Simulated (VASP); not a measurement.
Input of a VASP 6.6.1 run:

File INCAR:

```
SYSTEM = SiC
ALGO = Normal
EDIFF = 1E-7
ENCUT = 520
GGA = PE
ISIF = 2
ISMEAR = 0
LASPH = .True.
LCHARG = .True.
LELF = .True.
LREAL = .False.
LVHAR = .True.
LWAVE = .False.
NBANDS = 26
NELM = 80
PREC = Accurate
SIGMA = 0.05
```

File KPOINTS:

```
k-points
0
Gamma
  12 12 4
  0 0 0
```

File POSCAR:

```
SiC
1.0
    2.8775000000      0.0000000000      0.0000000000
   -1.4387500000      2.4919880994      0.0000000000
    0.0000000000      0.0000000000     10.3993000000
Si C
4 4
Direct
    0.6666666667      0.3333333333      0.9378436843
    0.3333333333      0.6666666667      0.4378436843
    0.0000000000      0.0000000000      0.6878989045
    0.0000000000      0.0000000000      0.1878989045
    0.6666666667      0.3333333333      0.7498087506
    0.3333333333      0.6666666667      0.2498087506
    0.0000000000      0.0000000000      0.5004476606
    0.0000000000      0.0000000000      0.0004476606
```

Potentials or basis: VASP PAW PBE potentials, release 64 (Si, C).

Run with:

```bash
$ cat potpaw_PBE.64/Si/POTCAR potpaw_PBE.64/C/POTCAR > POTCAR
$ mpirun -np 1 vasp_std > vasp.out
```

Q: Predict the largest force.

A: 1.224 eV/Å.

Q: Predict the band gap on the k mesh.

A: 1.59 eV, indirect (least direct gap 3.05 eV).

Q: What does it give for the pressure?

A: 35.5 GPa.

Forces on the atoms (eV/Å):
```
Si   0.000  0.000 -1.134
Si   0.000  0.000 -1.134
Si   0.000  0.000 -1.221
Si   0.000  0.000 -1.221
C    0.000  0.000  1.224
C    0.000  0.000  1.224
C    0.000  0.000  1.132
C    0.000  0.000  1.132
```

Caveat: forces of over 1 eV/Å act on the atoms, so gaps and moduli don't describe the material at rest. A k mesh can miss the band edges.
